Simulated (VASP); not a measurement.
# W (Fm-3m) in VASP: notebook

W is run at these levels: LDA; tasks: single point.

Program: VASP 6.6.1. These are calculated values, not measurements. Logs are shortened: lines on timing, memory, paths and dates and some standing lists are left out, and cuts for length are marked.

## Step 1: The cell of the first run

The structure is cubic, space group Fm-3m (No. 225). Conventional cell: a = 3.952 Å, b = 3.952 Å, c = 3.952 Å, α = 90.00°, β = 90.00°, γ = 90.00°. W (site symmetry m-3m) has 12 W at 2.79 Å within 3.7 Å.

This isn't the form of W at room conditions, which is bcc.

## Step 2: Single point, LDA (15.43 Å³/atom)

INCAR reads:

```
ALGO = Normal
EDIFF = 1E-7
ENCUT = 520
ISIF = 2
ISMEAR = 0
LASPH = True
LCHARG = False
LREAL = False
LWAVE = False
NBANDS = 13
NELM = 80
PREC = Accurate
SIGMA = 0.15
```

KPOINTS reads:

```
k-points
0
Gamma
  22 22 22
```

POSCAR reads:

```
W
1.0
    0.0000000000      1.9758341827      1.9758341827
    1.9758341827      0.0000000000      1.9758341827
    1.9758341827      1.9758341827      0.0000000000
W
1
Direct
    0.0000000000      0.0000000000      0.0000000000
```

Potentials or basis: VASP PAW LDA potentials, release 64 (W_sv).

The run is started by

```bash
> cat potpaw_LDA.64/W_sv/POTCAR > POTCAR
> mpirun -np 1 vasp_std > vasp.out
```

OUTCAR:

```text
EDIFF = 1E-7
   ENCUT = 520
   ISIF = 2
   ISMEAR = 0
   LASPH = True
   LREAL = False
   NELM = 80
   PREC = Accurate

 ion  position               nearest neighbor table
   1  0.000  0.000  0.000-

  LATTYP: Found a face centered cubic cell.
 ALAT       =     3.9516683654

  Lattice vectors:

 A1 = (   0.0000000000,   1.9758341827,   1.9758341827)
 A2 = (   1.9758341827,   0.0000000000,   1.9758341827)
 A3 = (   1.9758341827,   1.9758341827,   0.0000000000)

Analysis of symmetry for initial positions (statically):
=====================================================================
 Subroutine PRICEL returns:
 Original cell was already a primitive cell.

 Routine SETGRP: Setting up the symmetry group for a
 face centered cubic supercell.

 Subroutine GETGRP returns: Found 48 space group operations
 (whereof 48 operations were pure point group operations)
 out of a pool of 48 trial point group operations.

The static configuration has the point symmetry O_h .

Analysis of symmetry for dynamics (positions and initial velocities):
=====================================================================
 Subroutine PRICEL returns:
 Original cell was already a primitive cell.

 Routine SETGRP: Setting up the symmetry group for a
 face centered cubic supercell.

 Subroutine GETGRP returns: Found 48 space group operations
 (whereof 48 operations were pure point group operations)
 out of a pool of 48 trial point group operations.

The dynamic configuration has the point symmetry O_h .

 Subroutine INISYM returns: Found 48 space group operations
 (whereof 48 operations are pure point group operations),
 and found     1 'primitive' translations

----------------------------------------------------------------------------------------

                                     Primitive cell

  volume of cell :      15.4270

  direct lattice vectors                    reciprocal lattice vectors
     0.000000000  1.975834183  1.975834183    -0.253057673  0.253057673  0.253057673
     1.975834183  0.000000000  1.975834183     0.253057673 -0.253057673  0.253057673
     1.975834183  1.975834183  0.000000000     0.253057673  0.253057673 -0.253057673

  length of vectors
     2.794251498  2.794251498  2.794251498     0.438308746  0.438308746  0.438308746

  position of ions in fractional coordinates (direct lattice)
     0.000000000  0.000000000  0.000000000

  ion indices of the primitive-cell ions
   primitive index   ion index
                 1           1

----------------------------------------------------------------------------------------

 KPOINTS: k-points

Automatic generation of k-mesh.
 Grid dimensions read from file:
 generate k-points for:   22   22   22

 Generating k-lattice:

  Cartesian coordinates                     Fractional coordinates (reciprocal lattice)
    -0.011502621  0.011502621  0.011502621     0.045454545  0.000000000  0.000000000
     0.011502621 -0.011502621  0.011502621     0.000000000  0.045454545  0.000000000
     0.011502621  0.011502621 -0.011502621     0.000000000  0.000000000  0.045454545

  Length of vectors
     0.019923125  0.019923125  0.019923125

  Shift w.r.t. Gamma in fractional coordinates (k-lattice)
     0.000000000  0.000000000  0.000000000

 Subroutine IBZKPT returns following result:
 ===========================================

 Found    328 irreducible k-points:

 Following reciprocal coordinates:
            Coordinates               Weight
  0.000000  0.000000  0.000000      1.000000
  0.045455  0.000000  0.000000      8.000000
  0.090909  0.000000  0.000000      8.000000
  0.136364  0.000000  0.000000      8.000000
  0.181818  0.000000  0.000000      8.000000
  0.227273  0.000000  0.000000      8.000000
[... 16 lines left out ...]
  0.500000  0.045455  0.000000     24.000000
 -0.454545  0.045455  0.000000     24.000000
 [... further k-points ...]
   k-points           NKPTS =    328   k-points in BZ     NKDIM =    328   number of bands    NBANDS=     13
   number of dos      NEDOS =    301   number of ions     NIONS =      1
   total plane-waves  NPLWV =  13824
   dimension x,y,z NGX =    24 NGY =   24 NGZ =   24
   dimension x,y,z NGXF=    48 NGYF=   48 NGZF=   48
   ions per type =               1
   NGX,Y,Z   is equivalent  to a cutoff of  14.28, 14.28, 14.28 a.u.
   NGXF,Y,Z  is equivalent  to a cutoff of  28.56, 28.56, 28.56 a.u.
 SYSTEM =  unknown system
   PREC   = accura    normal or accurate (medium, high low for compatibility)
   ISTART =      0    job   : 0-new  1-cont  2-samecut
   ICHARG =      2    charge: 1-file 2-atom 10-const
   ISPIN  =      1    spin polarized calculation?
   LNONCOLLINEAR =      F non collinear calculations
   LSORBIT =      F    spin-orbit coupling
   LASPH  =      T    aspherical Exc in radial PAW
   ENCUT  =  520.0 eV  38.22 Ry    6.18 a.u.   5.20  5.20  5.20*2*pi/ulx,y,z
   NELM   =     80;   NELMIN=  2; NELMDL= -5     # of ELM steps
   EDIFF  = 0.1E-06   stopping-criterion for ELM
   LREAL  =      F    real-space projection
   EDIFFG = 0.1E-05   stopping-criterion for IOM
   NSW    =      0    number of steps for IOM
   IBRION =     -1    ionic relax: 0-MD 1-quasi-New 2-CG
   NFREE  =      0    steps in history (QN), initial steepest desc. (CG)
   ISIF   =      2    stress and relaxation
   ISYM   =      2    0-nonsym 1-usesym 2-fastsym
   POTIM  = 0.5000    time-step for ionic-motion
   TEBEG  =    0.0;   TEEND  =   0.0 temperature during run
   PSTRESS=    0.0 pullay stress
   NELECT =      14.0000    total number of electrons
   NUPDOWN=      -1.0000    fix difference up-down
   EMIN   =  10.00;   EMAX   =-10.00  energy-range for DOS
   EFERMI =   0.00;   METHOD = LEGACY
   ISMEAR =     0;   SIGMA  =   0.15  broadening in eV -4-tet -1-fermi 0-gaus
   EFERMI_NEDOS =   21; number of points for ismear=-14 and -15
   IALGO  =     38    algorithm
   IMIX   =      4    mixing-type and parameters
     AMIX     =   0.40;   BMIX     =  1.00
     AMIX_MAG =   1.60;   BMIX_MAG =  1.00
  volume/ion in A,a.u.               =      15.43       104.11
  Fermi-wavevector in a.u.,A,eV,Ry     =   1.584980  2.995177 34.180017  2.512160
  Thomas-Fermi vector in A             =   2.684514
   LORBIT       =      0    0 simple, 1 ext, 2 COOP (PROOUT), +10 PAW based schemes
   GGA     = CA    functional components
   LHFCALC =     F    Hartree Fock is set to
   AEXX    =    0.0000 exact exchange contribution
   IVDW    =     0    specifies the selected vdW correction
   LEPSILON=     F    determine dielectric tensor
   LRPA    =     F    only Hartree local field effects (RPA)
 non-spin polarized calculation
 Gauss-broadening in eV      SIGMA  =   0.15
  energy-cutoff  :      520.00
  volume of cell :       15.43
 maximum number of plane-waves:       431
 NGX is ok and might be reduce to    24
   NGX = 11   NGY = 11   NGZ = 11

 number of electron      13.9999998 magnetization

 Free energy of the ion-electron system (eV)
  ---------------------------------------------------
  ext. energy  EPLUGINS =         0.00000000
  ---------------------------------------------------
  free energy    TOTEN  =       -13.61208161 eV

  energy without entropy =      -13.59986489  energy(sigma->0) =      -13.60597325

 E-fermi :  11.2209     XC(G=0): -13.9705

 val. band max:       11.2118222414   @ k =  -0.2727   0.1364   0.0455
 cond. band min:      11.2260398716   @ k =   0.1818   0.1364   0.0455
 fundamental gap:      0.0142176302
 Fermi energy:        11.2209034678

 k-point     1 :       0.0000    0.0000    0.0000
  band No.  band energies     occupation
      1     -61.8812      2.00000
      2     -25.6674      2.00000
      3     -25.6674      2.00000
      4     -25.6674      2.00000
      5       2.0179      2.00000
      6      10.5669      2.00000
      7      10.5669      2.00000
      8      10.5669      2.00000
      9      13.9436      0.00000
     10      13.9436      0.00000
     11      24.1759      0.00000
     12      29.6377      0.00000
     13      29.6377      0.00000

 k-point     2 :       0.0455    0.0000    0.0000
  band No.  band energies     occupation
      1     -61.8783      2.00000
      2     -25.6990      2.00000
      3     -25.6713      2.00000
      4     -25.6713      2.00000
      5       2.1171      2.00000
      6      10.4892      2.00000
      7      10.6139      2.00000
      8      10.6139      2.00000
      9      13.8978      0.00000
     10      13.8978      0.00000
     11      24.3765      0.00000
     12      29.2016      0.00000
     13      29.8240      0.00000

 k-point     3 :       0.0909    0.0000    0.0000
  band No.  band energies     occupation
      1     -61.8698      2.00000
      2     -25.7905      2.00000
      3     -25.6828      2.00000
      4     -25.6828      2.00000
      5       2.4064      2.00000
      6      10.2802      2.00000
      7      10.7430      1.99999
      8      10.7430      1.99999
      9      13.7825      0.00000
     10      13.7825      0.00000
     11      24.9378      0.00000
     12      28.2818      0.00000
     13      30.3694      0.00000
[... 305 lines left out ...]
 k-point    23 :       0.5000    0.0455    0.0000
  band No.  band energies     occupation
      1     -61.7352      2.00000
      2     -27.0894      2.00000
      3     -25.8766      2.00000
      4     -25.8644      2.00000
      5       5.4065      2.00000
      6      10.1703      2.00000
      7      10.3860      2.00000
      8      12.0705      0.00000
      9      16.6933      0.00000
     10      16.8196      0.00000
     11      22.4082      0.00000
     12      24.0863      0.00000
     13      30.5453      0.00000

 k-point    24 :      -0.4545    0.0455    0.0000
  band No.  band energies     occupation
      1     -61.7362      2.00000
      2     -27.0804      2.00000
      3     -25.8808      2.00000
      4     -25.8577      2.00000
      5       5.4072      2.00000
      6      10.1961      2.00000
      7      10.3843      2.00000
      8      11.9935      0.00000
      9      16.4810      0.00000
     10      16.9157      0.00000
     11      22.4498      0.00000
     12      24.2036      0.00000
     13      30.5377      0.00000

 [... further k-points ...]

------------------------ aborting loop because EDIFF is reached ----------------------------------------

  FORCE on cell =-STRESS in cart. coord.  units (eV):
  Direction    XX          YY          ZZ          XY          YZ          ZX
  --------------------------------------------------------------------------------------
  -------------------------------------------------------------------------------------
  Total        0.6837164      0.6837164      0.6837164      0.0000000      0.0000000      0.0000000
  in kB       71.0076400     71.0076400     71.0076400      0.0000000      0.0000000      0.0000000
  external PRESSURE =      71.0076400 kB  Pullay stress =       0.0000000 kB

 VOLUME and BASIS-vectors are now :
 -----------------------------------------------------------------------------
  energy-cutoff  :      520.00
  volume of cell :       15.43
      direct lattice vectors                 reciprocal lattice vectors
     0.000000000  1.975834183  1.975834183    -0.253057673  0.253057673  0.253057673
     1.975834183  0.000000000  1.975834183     0.253057673 -0.253057673  0.253057673
     1.975834183  1.975834183  0.000000000     0.253057673  0.253057673 -0.253057673

 POSITION                                       TOTAL-FORCE (eV/Angst)
 -----------------------------------------------------------------------------------
      0.00000      0.00000      0.00000         0.000000     -0.000000      0.000000
 -----------------------------------------------------------------------------------
    total drift:                                0.000000      0.000000     -0.000000

  FREE ENERGIE OF THE ION-ELECTRON SYSTEM (eV)
  ---------------------------------------------------
  free  energy   TOTEN  =       -13.6120816121 eV

  energy  without entropy=      -13.5998648934  energy(sigma->0) =      -13.60597325
```

Run time: 78 s. Hardware: 1 thread of Intel Xeon 8259CL, shared host; peak memory 0.18 GiB.

Results:

```yaml
Free_energy: -13.6121 eV
Pressure: 7.1 GPa
Band_gap_on_the_k_mesh: zero (bands 7 and 8 overlap by 4.24 eV)
```

Caveat: the cell stands under pressure; spin-orbit coupling is left out, which moves the levels of the heavy elements.

## Step 3: Single point, LDA (15.93 Å³/atom)

This run uses another cell than the first one, of 15.93 Å³/atom.

INCAR reads:

```
PREC = Accurate ; ENCUT = 520
EDIFF = 1E-6 ; ISMEAR = 0
SIGMA = 0.15 ; LREAL = F
LASPH = T ; NELM = 100
ALGO = Fast ; ISIF = 2
LWAVE = F ; LCHARG = F
GGA = CA ; NBANDS = 13
```

KPOINTS reads:

```
regular mesh
0
Gamma
  22 22 22
```

POSCAR reads:

```
W
1.0
    0.0000000000      1.9970372800      1.9970372800
    1.9970372800      0.0000000000      1.9970372800
    1.9970372800      1.9970372800      0.0000000000
W
1
Direct
    0.0000000000      0.0000000000      0.0000000000
```

Potentials or basis: VASP PAW LDA potentials, release 64 (W_sv).

The run is started by

```bash
> cat potpaw_LDA.64/W_sv/POTCAR > POTCAR
> mpirun -np 1 vasp_std > vasp.out
```

It took 96 s on 1 thread of Intel Xeon 8259CL, shared host; peak memory 0.18 GiB.

The run converged. Its results:

| Quantity | Value |
| --- | --- |
| Free energy | -13.6180 eV |
| Pressure | -3.2 GPa |
| Band gap on the k mesh | zero (bands 7 and 8 overlap by 3.99 eV) |

Levels at points of the mesh, in eV from the Fermi level:
```csv
k point,band 4,band 5,band 6,band 7,band 8,band 9,band 10,band 11
"(0.00, 0.00, 0.00)",-37.00,-9.05,-0.62,-0.62,-0.62,2.61,2.61,12.92
"(0.50, 0.00, 0.00)",-37.17,-5.73,-0.86,-0.86,0.89,5.22,5.22,10.75
"(0.50, 0.50, 0.00)",-37.46,-5.69,-4.70,3.37,5.17,6.01,6.01,12.07
```

Caveat: the cell stands under tension; spin-orbit coupling is left out, which moves the levels of the heavy elements.
